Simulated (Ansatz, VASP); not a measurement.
**Sn in VASP and in Ansatz**

File INCAR:

```
  AGGAC = 1.0
  AGGAX = 1.0
  ALDAC = 0.0
  ALDAX = 1.0
  ALGO = Normal
  EDIFF = 1E-6
  EDIFFG = -0.005
  ENCUT = 600
  GGA = B5
  IBRION = 2
  ISIF = 3
  ISMEAR = -1
  LASPH = T
  LCHARG = F
  LREAL = F
  LWAVE = F
  NELM = 100
  NSW = 80
  PREC = Accurate
  SIGMA = 0.05
```

KPOINTS

```
k-points
0
Gamma
  11 11 11
```

File POSCAR:

```
Sn
1.0
   -1.7265390000      1.7755470000      2.3383420000
    1.7265390000     -1.7755470000      2.3383420000
    1.7265390000      1.7755470000     -2.3383420000
Sn
1
Direct
    0.0000000000      0.0000000000      0.0000000000
```

input.yaml

```yaml
crystal:
  lattice:
    - [-1.726539, 1.775547, 2.338342]
    - [1.726539, -1.775547, 2.338342]
    - [1.726539, 1.775547, -2.338342]
  atoms:
    - { symbol: Sn, position: [0.0, 0.0, 0.0] }
kpoints:
  mp_grid: { grid: [11, 11, 11] }
scf:
  occupations: { method: fermi_dirac, width: 0.05 }
hamiltonian:
  xc: blyp
  pseudopotentials: { kind: all_electron, lapw: { basis_error: 0.001 } }
output:
  forces: true
  stress: true
relax:
  f_tol: 0.005
  max_steps: 60
  cell: {}
```

Alike in both runs: task relaxation of cell and atoms; functional BLYP; k mesh 11 × 11 × 11; occupations fermi-dirac, width 0.05 eV; no spin polarisation.

|  | VASP | Ansatz |
| --- | --- | --- |
| version | VASP 6.6.1 | Ansatz 0.2.0 |
| potentials or method | VASP PAW PBE potentials, release 64 (Sn_d), cutoff 600 eV | all-electron LAPW, scalar-relativistic |

VASP gave:

```
relaxed volume (Å³/atom)                                     : 30.89
relaxed cell length with the largest relative difference (Å) : 3.519
```

Task: What did Ansatz give for the same quantities?

Result: Relaxed volume (Å³/atom): 30.86; relaxed cell length with the largest relative difference (Å): 3.520.

VASP's potentials were made for PBE, not for BLYP. Ansatz ran all-electron here, and VASP with PAW potentials.
